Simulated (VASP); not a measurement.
A run of VASP 6.6.1 is set up as follows.

The input INCAR:

```
  PREC = Accurate
  ENCUT = 520
  EDIFF = 1E-6
  ISMEAR = -1
  SIGMA = 0.05
  LREAL = F
  LASPH = T
  NELM = 60
  ALGO = Normal
  ISIF = 2
  LWAVE = F
  LCHARG = F
  GGA = PS
  NBANDS = 28
```

Contents of KPOINTS:

```
regular mesh
0
Gamma
  6 6 3
```

Contents of POSCAR:

```
PbSe
1.0
    4.4441284934      0.0000000000      0.0000000000
   -0.0103793110      4.4441163729      0.0000000000
   -2.2168745911     -2.2220581865     12.0802768063
Pb Se
2 2
Direct
    0.8068400000      0.8073040000      0.6184430000
    0.1854540000      0.1998100000      0.3823760000
    0.2873320000      0.3231460000      0.6231940000
    0.6842660000      0.6998950000      0.3779650000
```

Potentials or basis: VASP PAW PBE potentials, release 64 (Pb_d, Se).

The run is started by

```sh
$ cat potpaw_PBE.64/Pb_d/POTCAR potpaw_PBE.64/Se/POTCAR > POTCAR
$ mpirun -np 1 vasp_std > vasp.out
```

Q: What does it give for the largest force?

A: 0.540 eV/Å.

Q: Predict the band gap on the k mesh.

A: 1.51 eV, direct.

Forces on the atoms (eV/Å):
```
Pb   0.017  0.004 -0.518
Pb  -0.004 -0.015  0.540
Se   0.053  0.010 -0.449
Se  -0.066  0.000  0.428
```

Caveat: the PAW data sets were made with another functional, which shifts forces and pressure a little; spin-orbit coupling is left out, which moves the levels of the heavy elements.
